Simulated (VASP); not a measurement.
Crystal: Li.

```
CELL_PARAMETERS angstrom
-1.75465 1.75465 1.75465
1.75465 -1.75465 1.75465
1.75465 1.75465 -1.75465
ATOMIC_POSITIONS crystal
Li 0.00000 0.00000 0.00000
```

- Program: VASP 6.6.1
- Task: relaxation of cell and atoms
- Functional: LDA
- Potentials or basis: VASP PAW LDA potentials, release 64 (Li_sv)
- Cutoff: 600 eV
- k mesh: 13 × 13 × 13
- Occupations: fermi-dirac, width 0.1 eV
- Spin: no spin polarisation

At the start: pressure -1.7 GPa; volume 21.61 Å³/atom.

Problem. How do energy, volume and symmetry change on relaxing?

Solution. Over 4 steps the energy falls by 16.9 meV/atom and the volume is 18.68 Å³/atom (-13.6 %); space group Im-3m (No. 229, to 0.05 Å).

Step by step:
| step | energy change (eV) | largest force (eV/Å) | pressure (GPa) | volume (Å³) |
| --- | --- | --- | --- | --- |
| 1 | 0.0000 | 0.0000 | -1.68 | 21.61 |
| 2 | -0.0067 | 0.0000 | -1.38 | 20.91 |
| 3 | -0.0164 | 0.0000 | -0.36 | 19.19 |
| 4 | -0.0169 | 0.0000 | 0.05 | 18.68 |

Final structure:
```
Li
1.0
    -1.67146    1.67146    1.67146
     1.67146   -1.67146    1.67146
     1.67146    1.67146   -1.67146
Li
1
Direct
  0.00000 0.00000 0.00000
```

Caveat: the cutoff is under 1.25 times the usual one of these potentials, so pressure, stress and relaxed cells hold a basis-set (Pulay) error; the volume moved by -14 % from the deposited cell, more than functionals usually miss.
